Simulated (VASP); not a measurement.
## MgO: single point with HSE06

MgO:

```
Mg O
1.0
     0.00000    2.08115    2.08115
     2.08115    0.00000    2.08115
     2.08115    2.08115    0.00000
Mg O
1 1
Direct
  0.00000 0.00000 0.00000
  0.50000 0.50000 0.50000
```

This cell differs from its parent crystal: strain -1.0%.

| Quantity | Value |
| --- | --- |
| Program | VASP 6.6.1 |
| Task | single point |
| Functional | HSE06 |
| Potentials or basis | VASP PAW PBE potentials, release 64 (Mg, O) |
| Cutoff | 520 eV |
| k mesh | 8 × 8 × 8 |
| Occupations | gaussian, width 0.01 eV |
| Spin | no spin polarisation |

The pressure is 4.7 GPa and the band gap on the k mesh is 6.82 eV.

Levels at points of the mesh, in eV from the valence-band top:
```csv
k point,band 1,band 2,band 3,band 4,band 5,band 6,band 7,band 8
"(0.00, 0.00, 0.00)",-19.01,0.00,0.00,0.00,6.82,17.97,17.97,17.97
"(0.50, 0.00, 0.00)",-17.57,-5.10,-0.76,-0.76,9.92,15.30,18.71,18.71
"(0.50, 0.50, 0.00)",-17.28,-4.54,-1.52,-1.52,10.91,12.27,15.77,21.95
```

Wall time 45 min on 1 thread of AMD EPYC 7R43 64-Core Processor (Zen 3) (shared host), peak memory 0.23 GiB.

Caveat: the cell differs from its parent crystal (strain -1.0%); the cell stands under pressure; the PAW data sets were made with another functional, which shifts forces and pressure a little.
